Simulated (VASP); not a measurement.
# Al16H3C in VASP: single point with r2SCAN

Aim: the single point of Al16H3C with r2SCAN.

Everything below comes from runs of VASP 6.6.1. Logs are shortened: lines on timing, memory, paths and dates and some standing lists are left out, and cuts for length are marked.

**1. The cell of the first run**

The cell holds a slab with vacuum, 20 atoms: a = 8.100 Å, b = 5.728 Å, c = 17.296 Å, α = 90.00°, β = 90.00°, γ = 90.00°.

**2. Single point, r2SCAN**

The input, POSCAR:

```
Al16H3C
1.0
    8.1000000000      0.0000000000      0.0000000000
    0.0000000000      5.7275650000      0.0000000000
    0.0000000000      0.0000000000     17.2956740000
Al C H
16 1 3
Direct
    0.2500000000      0.2500000000      0.0578179000
    0.7500000000      0.2500000000      0.0578179000
    0.2500000000      0.7500000000      0.0578179000
    0.7500000000      0.7500000000      0.0578179000
    0.0001545793     -0.0000094325      0.1299949828
    0.5001046078     -0.0000642933      0.1306983727
    0.0001061421      0.5002341657      0.1293647725
    0.5000424782      0.4998707892      0.1227656643
    0.2503995328      0.2489205207      0.2131189855
    0.7503136329      0.2494810584      0.2129497236
    0.2502993992      0.7515740104      0.2130094162
    0.7504273144      0.7510203222      0.2128009933
    0.0000230023      0.0000954779      0.2854844001
    0.5014001802      0.0016661099      0.2907123478
    0.0004495324      0.5005479049      0.2855755977
    0.4999072667      0.5006569797      0.2749895695
    0.5032404123      0.9923977716      0.4052226978
    0.5266148597      1.1646339806      0.4300860501
    0.3840508944      0.9301791699      0.4265371763
    0.5990293551      0.8727826976      0.4257159564
```

The input, INCAR.step1:

```
SYSTEM = Al16H3C
ALGO = Normal ; EDIFF = 1E-4
ENCUT = 520 ; GGA = PE
ISMEAR = -1 ; LASPH = .TRUE.
LCHARG = .FALSE. ; LREAL = Auto
LWAVE = .TRUE. ; NBANDS = 44
NELM = 100 ; PREC = Accurate
SIGMA = 0.1
```

The input, INCAR.step2:

```
SYSTEM = Al16H3C
ALGO = Normal ; EDIFF = 1E-6
ENCUT = 520 ; ISIF = 2
ISMEAR = -1 ; ISTART = 1
LASPH = .TRUE. ; LCHARG = .TRUE.
LELF = .TRUE. ; LMIXTAU = .TRUE.
LREAL = Auto ; LVHAR = .TRUE.
LWAVE = .FALSE. ; METAGGA = R2SCAN
NBANDS = 44 ; NELM = 100
PREC = Accurate ; SIGMA = 0.1
```

The input, KPOINTS:

```
k-points
0
G
  2 3 1
  0 0 0
```

Potentials or basis: VASP PAW PBE potentials, release 64 (Al, C, H).

On the command line:

```sh
cat potpaw_PBE.64/Al/POTCAR potpaw_PBE.64/C/POTCAR potpaw_PBE.64/H/POTCAR > POTCAR
cp INCAR.step1 INCAR
mpirun -np 1 vasp_std > vasp.out
cp INCAR.step2 INCAR
mpirun -np 1 vasp_std > vasp.out
```

OUTCAR:

```text
SYSTEM = Al16H3C
   EDIFF = 1E-6
   ENCUT = 520
   ISIF = 2
   ISMEAR = -1
   ISTART = 1
   LASPH = .TRUE.
   LREAL = Auto
   METAGGA = R2SCAN
   NELM = 100
   PREC = Accurate

 ion  position               nearest neighbor table
   1  0.250  0.250  0.058-   9 2.69   8 2.72   7 2.77   5 2.78   6 2.78   3 2.86   3 2.86
   2  0.750  0.250  0.058-  10 2.68   8 2.72   7 2.77   5 2.78   6 2.78   4 2.86   4 2.86
   3  0.250  0.750  0.058-  11 2.68   8 2.72   7 2.77   5 2.78   6 2.78   1 2.86   1 2.86
   4  0.750  0.750  0.058-  12 2.68   8 2.72   7 2.77   5 2.78   6 2.78   2 2.86   2 2.86
   5  0.000  1.000  0.130-  13 2.69   3 2.78   1 2.78   4 2.78   2 2.78  12 2.86  11 2.86   7 2.86
                            10 2.86   9 2.87   7 2.87
   6  0.500  1.000  0.131-  14 2.77   4 2.78   2 2.78   3 2.78   1 2.78  11 2.85   9 2.86  12 2.86
                            10 2.86   8 2.87   8 2.87
   7  0.000  0.500  0.129-  15 2.70   3 2.77   4 2.77   1 2.77   2 2.77   5 2.86   5 2.87  12 2.87
                            10 2.87  11 2.88   9 2.88
   8  0.500  0.500  0.123-  16 2.63   2 2.72   1 2.72   4 2.72   3 2.72   6 2.87   6 2.87   9 2.93
                            10 2.93  11 2.93  12 2.93
   9  0.250  0.249  0.213-   1 2.69  16 2.70  13 2.78  15 2.78  14 2.82  11 2.85   6 2.86   5 2.87
                             7 2.88  11 2.88   8 2.93
  10  0.750  0.249  0.213-   2 2.68  16 2.71  13 2.78  15 2.78  14 2.81  12 2.85   6 2.86   5 2.86
                             7 2.87  12 2.87   8 2.93
  11  0.250  0.752  0.213-   3 2.68  16 2.70  13 2.78  15 2.78  14 2.83   9 2.85   6 2.85   5 2.86
                             7 2.88   9 2.88   8 2.93
  12  0.750  0.751  0.213-   4 2.68  16 2.71  13 2.78  15 2.78  14 2.82  10 2.85   6 2.86   5 2.86
                             7 2.87  10 2.87   8 2.93
  13  0.000  0.000  0.285-   5 2.69  12 2.78  10 2.78  11 2.78   9 2.78  15 2.86  15 2.87
  14  0.501  0.002  0.291-  17 1.98   6 2.77  10 2.81   9 2.82  12 2.82  11 2.83  16 2.87  16 2.88

  15  0.000  0.501  0.286-   7 2.70  11 2.78  12 2.78   9 2.78  10 2.78  13 2.86  13 2.87
  16  0.500  0.501  0.275-   8 2.63  11 2.70   9 2.70  12 2.71  10 2.71  14 2.87  14 2.88
  17  0.503  0.992  0.405-  18 1.09  19 1.09  20 1.09  14 1.98
  18  0.527  0.165  0.430-  17 1.09
  19  0.384  0.930  0.427-  17 1.09
  20  0.599  0.873  0.426-  17 1.09

  LATTYP: Found a simple orthorhombic cell.
 ALAT       =     5.7275650000
 B/A-ratio  =     1.4142135445
 C/A-ratio  =     3.0197254854

  Lattice vectors:

 A1 = (   0.0000000000,  -5.7275650000,   0.0000000000)
 A2 = (   8.1000000000,   0.0000000000,   0.0000000000)
 A3 = (   0.0000000000,   0.0000000000,  17.2956740000)

Analysis of symmetry for initial positions (statically):
=====================================================================
 Subroutine PRICEL returns:
 Original cell was already a primitive cell.

 Routine SETGRP: Setting up the symmetry group for a
 simple orthorhombic supercell.

 Subroutine GETGRP returns: Found  1 space group operations
 (whereof  1 operations were pure point group operations)
 out of a pool of  8 trial point group operations.

The static configuration has the point symmetry C_1 .

Analysis of symmetry for dynamics (positions and initial velocities):
=====================================================================
 Subroutine PRICEL returns:
 Original cell was already a primitive cell.

 Routine SETGRP: Setting up the symmetry group for a
 simple orthorhombic supercell.

 Subroutine GETGRP returns: Found  1 space group operations
 (whereof  1 operations were pure point group operations)
 out of a pool of  8 trial point group operations.

The dynamic configuration has the point symmetry C_1 .

 Subroutine INISYM returns: Found  1 space group operations
 (whereof  1 operations are pure point group operations),
 and found     1 'primitive' translations

----------------------------------------------------------------------------------------

                                     Primitive cell

  volume of cell :     802.4030

  direct lattice vectors                    reciprocal lattice vectors
     8.100000000  0.000000000  0.000000000     0.123456790  0.000000000  0.000000000
     0.000000000  5.727565000  0.000000000     0.000000000  0.174594265  0.000000000
     0.000000000  0.000000000 17.295674000     0.000000000  0.000000000  0.057817926

  length of vectors
     8.100000000  5.727565000 17.295674000     0.123456790  0.174594265  0.057817926

  position of ions in fractional coordinates (direct lattice)
     0.250000000  0.250000000  0.057817900
     0.750000000  0.250000000  0.057817900
     0.250000000  0.750000000  0.057817900
     0.750000000  0.750000000  0.057817900
     0.000154579  0.999990567  0.129994983
     0.500104608  0.999935707  0.130698373
[... 12 lines left out ...]
     0.384050894  0.930179170  0.426537176
     0.599029355  0.872782698  0.425715956

  ion indices of the primitive-cell ions
   primitive index   ion index
                 1           1
                 2           2
                 3           3
                 4           4
                 5           5
                 6           6
[... 12 lines left out ...]
                19          19
                20          20

----------------------------------------------------------------------------------------

 KPOINTS: k-points

Automatic generation of k-mesh.
 Grid dimensions read from file:
 generate k-points for:    2    3    1

 Generating k-lattice:

  Cartesian coordinates                     Fractional coordinates (reciprocal lattice)
     0.061728395  0.000000000  0.000000000     0.500000000  0.000000000  0.000000000
     0.000000000  0.058198088  0.000000000     0.000000000  0.333333333  0.000000000
     0.000000000  0.000000000  0.057817926     0.000000000  0.000000000  1.000000000

  Length of vectors
     0.061728395  0.058198088  0.057817926

  Shift w.r.t. Gamma in fractional coordinates (k-lattice)
     0.000000000  0.000000000  0.000000000

 Subroutine IBZKPT returns following result:
 ===========================================

 Found      4 irreducible k-points:

 Following reciprocal coordinates:
            Coordinates               Weight
  0.000000  0.000000  0.000000      1.000000
  0.500000  0.000000  0.000000      1.000000
  0.000000  0.333333  0.000000      2.000000
  0.500000  0.333333  0.000000      2.000000
   k-points           NKPTS =      4   k-points in BZ     NKDIM =      4   number of bands    NBANDS=     44
   number of dos      NEDOS =    301   number of ions     NIONS =     20
   total plane-waves  NPLWV = 403200
   dimension x,y,z NGX =    60 NGY =   48 NGZ =  140
   dimension x,y,z NGXF=   120 NGYF=   96 NGZF=  280
   ions per type =              16   1   3
   NGX,Y,Z   is equivalent  to a cutoff of  12.31, 13.93, 13.46 a.u.
   NGXF,Y,Z  is equivalent  to a cutoff of  24.63, 27.86, 26.91 a.u.
 SYSTEM =  Al16H3C
   PREC   = accura    normal or accurate (medium, high low for compatibility)
   ISTART =      1    job   : 0-new  1-cont  2-samecut
   ICHARG =      0    charge: 1-file 2-atom 10-const
   ISPIN  =      1    spin polarized calculation?
   LNONCOLLINEAR =      F non collinear calculations
   LSORBIT =      F    spin-orbit coupling
   LASPH  =      T    aspherical Exc in radial PAW
   ENCUT  =  520.0 eV  38.22 Ry    6.18 a.u.  15.06 10.65 32.16*2*pi/ulx,y,z
   NELM   =    100;   NELMIN=  2; NELMDL=  0     # of ELM steps
   EDIFF  = 0.1E-05   stopping-criterion for ELM
   LREAL  =      T    real-space projection
   EDIFFG = 0.1E-04   stopping-criterion for IOM
   NSW    =      0    number of steps for IOM
   IBRION =     -1    ionic relax: 0-MD 1-quasi-New 2-CG
   NFREE  =      0    steps in history (QN), initial steepest desc. (CG)
   ISIF   =      2    stress and relaxation
   ISYM   =      2    0-nonsym 1-usesym 2-fastsym
   POTIM  = 0.5000    time-step for ionic-motion
   TEBEG  =    0.0;   TEEND  =   0.0 temperature during run
   PSTRESS=    0.0 pullay stress
   NELECT =      55.0000    total number of electrons
   NUPDOWN=      -1.0000    fix difference up-down
   EMIN   =  10.00;   EMAX   =-10.00  energy-range for DOS
   EFERMI =   0.00;   METHOD = LEGACY
   ISMEAR =    -1;   SIGMA  =   0.10  broadening in eV -4-tet -1-fermi 0-gaus
   EFERMI_NEDOS =   21; number of points for ismear=-14 and -15
   IALGO  =     38    algorithm
   IMIX   =      4    mixing-type and parameters
     AMIX     =   0.40;   BMIX     =  1.00
     AMIX_MAG =   1.60;   BMIX_MAG =  1.00
  volume/ion in A,a.u.               =      40.12       270.74
  Fermi-wavevector in a.u.,A,eV,Ry     =   0.669985  1.266087  6.107376  0.448879
  Thomas-Fermi vector in A             =   1.745365
   LORBIT       =      0    0 simple, 1 ext, 2 COOP (PROOUT), +10 PAW based schemes
   METAGGA = R2SCAN    functional components
   LHFCALC =     F    Hartree Fock is set to
   AEXX    =    0.0000 exact exchange contribution
   IVDW    =     0    specifies the selected vdW correction
   LEPSILON=     F    determine dielectric tensor
   LRPA    =     F    only Hartree local field effects (RPA)
 non-spin polarized calculation
  energy-cutoff  :      520.00
  volume of cell :      802.40
 maximum number of plane-waves:     21632
   NGX = 31   NGY = 21   NGZ = 65

 number of electron      54.9999997 magnetization

 Free energy of the ion-electron system (eV)
  ---------------------------------------------------
  ext. energy  EPLUGINS =         0.00000000
  ---------------------------------------------------
  free energy    TOTEN  =      -123.07268757 eV

  energy without entropy =     -122.86531579  energy(sigma->0) =     -122.96900168

 E-fermi :  -0.1021     XC(G=0):  -4.8224

 val. band max:       -0.2374104337   @ k =   0.5000   0.0000   0.0000
 cond. band min:      -0.0665139802   @ k =   0.0000   0.3333   0.0000
 fundamental gap:      0.1708964536
 Fermi energy:        -0.1020790108

 k-point     1 :       0.0000    0.0000    0.0000
  band No.  band energies     occupation
      1     -13.4402      2.00000
      2     -11.0139      2.00000
      3      -8.7049      2.00000
      4      -8.6769      2.00000
      5      -8.2458      2.00000
      6      -6.3724      2.00000
[... 31 lines left out ...]
     38       2.4858      0.00000
     39       2.5220      0.00000
[... 124 lines left out ...]
     38       2.4890      0.00000
     39       3.0617      0.00000
 [bands above 39 left out]

------------------------ aborting loop because EDIFF is reached ----------------------------------------

  FORCE on cell =-STRESS in cart. coord.  units (eV):
  Direction    XX          YY          ZZ          XY          YZ          ZX
  --------------------------------------------------------------------------------------
  -------------------------------------------------------------------------------------
  Total        4.7764976    -16.6320635     -0.3236830      0.0239818      0.0055805     -0.0310824
  in kB        9.5373475    -33.2096409     -0.6463056      0.0478851      0.0111427     -0.0620631
  external PRESSURE =      -8.1061996 kB  Pullay stress =       0.0000000 kB

 VOLUME and BASIS-vectors are now :
 -----------------------------------------------------------------------------
  energy-cutoff  :      520.00
  volume of cell :      802.40
      direct lattice vectors                 reciprocal lattice vectors
     8.100000000  0.000000000  0.000000000     0.123456790  0.000000000  0.000000000
     0.000000000  5.727565000  0.000000000     0.000000000  0.174594265  0.000000000
     0.000000000  0.000000000 17.295674000     0.000000000  0.000000000  0.057817926

 POSITION                                       TOTAL-FORCE (eV/Angst)
 -----------------------------------------------------------------------------------
      2.02500      1.43189      1.00000        -0.064001     -0.222174      0.018010
      6.07500      1.43189      1.00000         0.068729     -0.219145      0.011334
      2.02500      4.29567      1.00000        -0.063166      0.222927      0.013768
      6.07500      4.29567      1.00000         0.068029      0.219897      0.004684
      0.00125      5.72751      2.24835        -0.002827      0.001840      0.004599
      4.05085      5.72720      2.26052         0.001547     -0.000921     -0.000254
[... 12 lines left out ...]
      3.11081      5.32766      7.37725        -0.033524     -0.019031      0.008685
      4.85214      4.99892      7.36304         0.002870     -0.009305     -0.000721
 -----------------------------------------------------------------------------------
    total drift:                               -0.003050      0.003102      0.000823

  FREE ENERGIE OF THE ION-ELECTRON SYSTEM (eV)
  ---------------------------------------------------
  free  energy   TOTEN  =      -123.0726875723 eV

  energy  without entropy=     -122.8653157946  energy(sigma->0) =     -122.96900168
```

Wall time 21 min (1 thread of Intel Xeon Platinum 8259CL at 2.50GHz (Skylake/Cascade Lake), shared host); peak memory 0.94 GiB.

Results:

```
Free energy            : -123.0727 eV
Largest force          : 0.232 eV/Å
Band gap on the k mesh : zero (an odd number of electrons rules out a gap without spin polarisation)
```

Forces in eV/Å, atoms in the order of the input:
```
Al  -0.064 -0.222  0.018
Al   0.069 -0.219  0.011
Al  -0.063  0.223  0.014
Al   0.068  0.220  0.005
Al  -0.003  0.002  0.005
Al   0.002 -0.001  0.000
Al  -0.002 -0.001  0.003
Al   0.001  0.000  0.001
Al   0.002 -0.002 -0.001
Al  -0.005 -0.001 -0.001
Al   0.001  0.002 -0.006
Al  -0.005  0.001 -0.001
Al   0.001  0.001 -0.013
Al  -0.003  0.002  0.002
Al  -0.001 -0.002 -0.014
Al   0.003 -0.002 -0.013
C    0.025 -0.013 -0.031
H    0.006  0.041  0.013
H   -0.034 -0.019  0.009
H    0.003 -0.009 -0.001
```

Caveat: the k points lie up to 0.39 Å⁻¹ apart, too coarse for converged energies and pressures of a metal; the PAW data sets were made with another functional, which shifts forces and pressure a little.
